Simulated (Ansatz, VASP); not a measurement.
# Al2Cu in VASP and in Ansatz

The input INCAR:

```
PREC = Accurate ; ENCUT = 600
EDIFF = 1E-7 ; ISMEAR = -1
SIGMA = 0.15 ; LREAL = F
LASPH = T ; NELM = 100
ALGO = Fast ; ISIF = 3
LWAVE = F ; LCHARG = F
GGA = PS ; IBRION = 2
NSW = 80 ; EDIFFG = -0.001
```

File KPOINTS:

```
regular mesh
0
Gamma
  10 10 10
```

POSCAR

```
Al2Cu
1.0
   -2.9961666526      2.9961666526      2.4142997894
    2.9961666526     -2.9961666526      2.4142997894
    2.9961666526      2.9961666526     -2.4142997894
Al Cu
4 2
Direct
    0.3406588574      0.1593411426      0.5000000000
    0.1593411426      0.6593411426      0.8186822852
    0.8406588574      0.3406588574      0.1813177148
    0.6593411426      0.8406588574      0.5000000000
    0.7500000000      0.7500000000      0.0000000000
    0.2500000000      0.2500000000      0.0000000000
```

Input for Ansatz:

```yaml
crystal:
  lattice:
    - [-2.9961666526, 2.9961666526, 2.4142997894]
    - [2.9961666526, -2.9961666526, 2.4142997894]
    - [2.9961666526, 2.9961666526, -2.4142997894]
  atoms:
    - { symbol: Al, position: [0.3406588574, 0.1593411426, 0.5] }
    - { symbol: Al, position: [0.1593411426, 0.6593411426, 0.8186822852] }
    - { symbol: Al, position: [0.8406588574, 0.3406588574, 0.1813177148] }
    - { symbol: Al, position: [0.6593411426, 0.8406588574, 0.5] }
    - { symbol: Cu, position: [0.75, 0.75, 0.0] }
    - { symbol: Cu, position: [0.25, 0.25, 0.0] }
basis:
  ecutwfc: 420
kpoints:
  mp_grid: { grid: [10, 10, 10] }
hamiltonian:
  xc: pbesol
  pseudopotentials: { kind: paw, azcp: { folder: soft_1 } }
scf:
  occupations: { method: fermi_dirac, width: 0.15 }
output:
  forces: true
  stress: true
  eigenvalues: true
relax:
  adjacent_minimum: "off"
  f_tol: 0.001
  max_steps: 60
  cell: { stress_tol: 0.01 }
```

Alike in both runs: task relaxation of cell and atoms; functional PBEsol; k mesh 10 × 10 × 10; occupations fermi-dirac, width 0.15 eV; no spin polarisation.

```csv
,VASP,Ansatz
version,VASP 6.6.1,Ansatz 0.2.0
potentials or method,"VASP PAW PBE potentials, release 64 (Al, Cu), cutoff 600 eV","scalar-relativistic, plane waves, PAW"
valence electrons in the cell,34,50
```

|  | VASP | Ansatz | Ansatz less VASP |
| --- | --- | --- | --- |
| gap on the k mesh at the Fermi level, each at its own relaxed structure (eV) | none | none | - |
| relaxed volume (Å³/atom) | 14.50 | 14.46 | -0.037 |
| relaxed cell length with the largest relative difference (Å) | 4.883 | 4.879 | -0.0040 |

VASP's potentials were made for PBE, not for PBEsol, and Ansatz warns of the same on its side. A gap of «none» marks a metal or a gap that the smearing closes. VASP's potentials hold 34 valence electrons a cell and Ansatz's 50, so a difference there can come from the potentials and not from the codes.
